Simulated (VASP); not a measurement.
Set up this calculation in VASP 6.6.1, as the native input.

```
Task                   : single point
Functional             : r2SCAN
Potentials or basis    : VASP PAW PBE potentials, release 64 (P, Ga_d, As)
Cutoff                 : 520 eV
k mesh                 : 8 × 8 × 8
Occupations            : gaussian, width 0.01 eV
Spin                   : no spin polarisation
Dipole correction      : no
Further INCAR settings : ALGO = Normal; EDIFF = 1e-06; NBANDS = 36
```

Ga3AsP2:

```
P Ga As
1.0
    -1.95202    5.85623    2.76077
     1.95202   -5.85623    2.76077
     1.95202    5.85623   -2.76077
P Ga As
2 3 1
Cartesian
  0.0000 3.8954 0.0018
  0.0000 7.8170 0.0018
  1.9520 3.8532 1.3494
  0.0000 2.0031 4.1102
  1.9520 0.0000 1.4430
  0.0000 0.0000 -0.0043
```

The input as run:

POSCAR

```
Ga3AsP2
1.0
   -1.9520172783      5.8562302345      2.7607697343
    1.9520172783     -5.8562302345      2.7607697343
    1.9520172783      5.8562302345     -2.7607697343
P Ga As
2 3 1
Direct
    0.3329121562      0.0003232283      0.3325889280
    0.6677343003      0.0003232283      0.6674110720
    0.5733769432      0.7443968034      0.8289801399
    0.9154166635      0.7443968034      0.1710198601
    0.2613419862      0.7613419862      0.5000000000
   -0.0007820495     -0.0007820495      0.0000000000
```

INCAR.step1

```
ALGO = Normal
EDIFF = 1E-4
ENCUT = 520
GGA = PE
ISMEAR = 0
LASPH = T
LCHARG = F
LREAL = F
LWAVE = T
NBANDS = 36
NELM = 100
PREC = Accurate
SIGMA = 0.01
```

INCAR.step2

```
ALGO = Normal
EDIFF = 1E-6
ENCUT = 520
ISIF = 2
ISMEAR = 0
ISTART = 1
LASPH = T
LCHARG = T
LELF = T
LMIXTAU = T
LREAL = F
LVHAR = T
LWAVE = F
METAGGA = R2SCAN
NBANDS = 36
NELM = 100
PREC = Accurate
SIGMA = 0.01
```

KPOINTS

```
k-points
0
Gamma
  8 8 8
```

Potentials or basis: VASP PAW PBE potentials, release 64 (P, Ga_d, As).

Command:

```bash
$ cat potpaw_PBE.64/P/POTCAR potpaw_PBE.64/Ga_d/POTCAR potpaw_PBE.64/As/POTCAR > POTCAR
$ cp INCAR.step1 INCAR
$ mpirun -np 1 vasp_std > vasp.out
$ cp INCAR.step2 INCAR
$ mpirun -np 1 vasp_std > vasp.out
```

It gave:

- Pressure: 0.0 GPa
- Largest force: 0.012 eV/Å
- Band gap on the k mesh: 1.74 eV (least direct gap 1.82 eV)

Caveat: the PAW data sets were made with another functional, which shifts forces and pressure a little.

It took 24 min on 1 thread of Intel(R) Xeon(R) 6975P-C (Granite Rapids), with other jobs on the host, peak memory 0.63 GiB.
